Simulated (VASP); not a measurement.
# Ce (Im-3m) in VASP: further runs, part 2 of 2

VASP 6.6.1.

### Step 3. Single point, PBEsol, collinear spin, ferromagnetic start

Contents of INCAR:

```
SYSTEM = Ce
PREC     = Accurate       ! precision mode
ENCUT    = 520            ! plane-wave cutoff, eV
EDIFF    = 1E-7           ! SCF threshold, eV
ISMEAR   = -1             ! smearing method
SIGMA    = 0.05           ! smearing width, eV
LREAL    = .FALSE.        ! projectors in reciprocal space
LASPH    = .TRUE.         ! aspherical terms in the spheres
NELM     = 150            ! most SCF steps
ALGO     = Fast           ! electronic algorithm
ISIF     = 2              ! what is computed and relaxed
LWAVE    = .FALSE.        ! write WAVECAR
LCHARG   = .FALSE.        ! write CHGCAR
ISPIN    = 2              ! spin polarisation
MAGMOM   = 1.01           ! initial moments
LORBIT   = 11             ! projections on sites
LMAXMIX  = 6              ! l up to which the mixer works
GGA      = PS             ! functional
NBANDS   = 16             ! bands
```

Contents of KPOINTS:

```
Automatic mesh
0
G
  10 10 10
  0 0 0
```

Contents of POSCAR:

```
Ce
1.0
   -1.9432985503      1.9432985503      1.9432985503
    1.9432985503     -1.9432985503      1.9432985503
    1.9432985503      1.9432985503     -1.9432985503
Ce
1
Direct
    0.0000000000      0.0000000000      0.0000000000
```

Potentials or basis: VASP PAW PBE potentials, release 64 (Ce).

On the command line:

```
$ cat potpaw_PBE.64/Ce/POTCAR > POTCAR
$ mpirun -np 1 vasp_std > vasp.out
```

Run time: 4.1 min. Hardware: 1 thread of Intel Xeon 8259CL, shared host; peak memory 0.21 GiB.

It converged, with:

- Free energy: -6.2728 eV
- Pressure: -5.6 GPa
- Band gap on the k mesh: zero (filled and empty bands overlap)
- Net moment: 0.00 μB per cell
- Valence electrons inside the program's atomic spheres: Ce 9.77

Levels at points of the mesh, in eV from the Fermi level:
Spin up:
| k point | band 4 | band 5 | band 6 | band 7 | band 8 | band 9 |
| --- | --- | --- | --- | --- | --- | --- |
| (0.00, 0.00, 0.00) | -16.17 | -3.05 | 0.12 | 0.12 | 0.12 | 0.84 |
| (0.50, 0.00, 0.00) | -16.21 | -2.04 | -0.30 | 0.16 | 0.34 | 0.46 |
| (0.50, 0.50, 0.50) | -17.62 | -2.36 | -2.36 | 0.23 | 0.48 | 0.48 |
Spin down:
```tsv
k point	band 3	band 4	band 5	band 6	band 7	band 8	band 9	band 10
(0.00, 0.00, 0.00)	-16.17	-16.17	-3.05	0.12	0.12	0.12	0.84	0.84
(0.50, 0.00, 0.00)	-16.84	-16.21	-2.04	-0.30	0.16	0.34	0.46	0.70
(0.50, 0.50, 0.50)	-17.62	-17.62	-2.36	-2.36	0.23	0.48	0.48	0.48
```

Caveat: the magnetic or orbital state may not be the lowest; the cell stands under tension; the PAW data sets were made with another functional, which shifts forces and pressure a little; spin-orbit coupling is left out, which moves the levels of the heavy elements; semilocal functionals describe open f shells poorly, which spoils levels, moments and volumes.

### Step 4. Single point, PBEsol, collinear spin, ferromagnetic start

Contents of INCAR:

```
ALGO     = Fast           # electronic algorithm
EDIFF    = 1E-7           # SCF threshold, eV
ENCUT    = 520            # plane-wave cutoff, eV
GGA      = PS             # functional
ISIF     = 2              # what is computed and relaxed
ISMEAR   = -1             # smearing method
ISPIN    = 2              # spin polarisation
LASPH    = True           # aspherical terms in the spheres
LCHARG   = True           # write CHGCAR
LELF     = True           # ELF
LMAXMIX  = 6              # l up to which the mixer works
LORBIT   = 11             # projections on sites
LREAL    = False          # projectors in reciprocal space
LVHAR    = True         
LWAVE    = False          # write WAVECAR
MAGMOM   = 2.5            # initial moments
NBANDS   = 16             # bands
NELM     = 150            # most SCF steps
PREC     = Accurate       # precision mode
SIGMA    = 0.05           # smearing width, eV
```

Contents of KPOINTS:

```
k-points
0
Gamma
  10 10 10
```

POSCAR is that of step 3.

Potentials or basis: VASP PAW PBE potentials, release 64 (Ce).

On the command line:

```
$ cat potpaw_PBE.64/Ce/POTCAR > POTCAR
$ mpirun -np 1 vasp_std > vasp.out
```

OUTCAR:

```text
EDIFF = 1E-7
   ENCUT = 520
   GGA = PS
   ISIF = 2
   ISMEAR = -1
   ISPIN = 2
   LASPH = True
   LORBIT = 11
   LREAL = False
   NELM = 150
   PREC = Accurate

 ion  position               nearest neighbor table
   1  0.000  0.000  0.000-

  LATTYP: Found a body centered cubic cell.
 ALAT       =     3.8865971006

  Lattice vectors:

 A1 = (  -1.9432985503,   1.9432985503,   1.9432985503)
 A2 = (   1.9432985503,  -1.9432985503,   1.9432985503)
 A3 = (   1.9432985503,   1.9432985503,  -1.9432985503)
[... 1120 lines left out ...]
  -------------------------------------------------------------------------------------
  Total       -0.8700206     -0.8700206     -0.8700206     -0.0000000     -0.0000000      0.0000000
  in kB      -47.4855575    -47.4855575    -47.4855575     -0.0000000     -0.0000000      0.0000000
  external PRESSURE =     -47.4855575 kB  Pullay stress =       0.0000000 kB

 VOLUME and BASIS-vectors are now :
 -----------------------------------------------------------------------------
  energy-cutoff  :      520.00
  volume of cell :       29.35
      direct lattice vectors                 reciprocal lattice vectors
    -1.943298550  1.943298550  1.943298550     0.000000000  0.257294485  0.257294485
     1.943298550 -1.943298550  1.943298550     0.257294485  0.000000000  0.257294485
     1.943298550  1.943298550 -1.943298550     0.257294485  0.257294485  0.000000000

 POSITION                                       TOTAL-FORCE (eV/Angst)
 -----------------------------------------------------------------------------------
      0.00000      0.00000      0.00000        -0.000000      0.000000     -0.000000
 -----------------------------------------------------------------------------------
    total drift:                                0.000000     -0.000000     -0.000000

  FREE ENERGIE OF THE ION-ELECTRON SYSTEM (eV)
  ---------------------------------------------------
  free  energy   TOTEN  =        -6.2752474006 eV

  energy  without entropy=       -6.2302405712  energy(sigma->0) =       -6.25274399

 total charge

# of ion       s       p       d       f       tot
--------------------------------------------------
    1        2.079   5.567   1.152   0.978   9.776

 magnetization (x)

# of ion       s       p       d       f       tot
--------------------------------------------------
    1        0.004   0.005   0.106   0.492   0.608
```

OSZICAR:

```text
N       E                     dE             d eps       ncg     rms          rms(c)
DAV:   1     0.858343381002E+02    0.85834E+02   -0.48755E+03  3128   0.909E+02
DAV:   2     0.430046388718E+00   -0.85404E+02   -0.72793E+02  3672   0.150E+02
DAV:   3    -0.618874890814E+01   -0.66188E+01   -0.64023E+01  3512   0.556E+01
[... 24 lines left out ...]
RMM:  28    -0.627524621580E+01   -0.76126E-06   -0.62965E-06  3236   0.686E-03    0.271E-03
RMM:  29    -0.627524661339E+01   -0.39759E-06   -0.33477E-06  3026   0.557E-03    0.303E-03
RMM:  30    -0.627524704887E+01   -0.43548E-06   -0.29317E-06  2948   0.492E-03    0.446E-03
RMM:  31    -0.627524721438E+01   -0.16550E-06   -0.17204E-06  2726   0.401E-03    0.404E-03
RMM:  32    -0.627524730267E+01   -0.88296E-07   -0.14797E-06  2624   0.347E-03    0.297E-03
RMM:  33    -0.627524740057E+01   -0.97896E-07   -0.90874E-07  2429   0.298E-03
   1 F= -.62752474E+01 E0= -.62527440E+01  d E =-.450068E-01  mag=     0.7563
```

Wall time 5.2 min (1 thread of Intel Xeon 8259CL, shared host); peak memory 0.21 GiB.

Results:

```
Free energy                                           : -6.2752 eV
Pressure                                              : -4.7 GPa
Net moment                                            : 0.76 μB per cell
Site moments                                          : Ce +0.61 μB
Valence electrons inside the program's atomic spheres : Ce 9.78
```

Caveat: the magnetic or orbital state may not be the lowest; the cell stands under tension; the PAW data sets were made with another functional, which shifts forces and pressure a little; spin-orbit coupling is left out, which moves the levels of the heavy elements; semilocal functionals describe open f shells poorly, which spoils levels, moments and volumes.
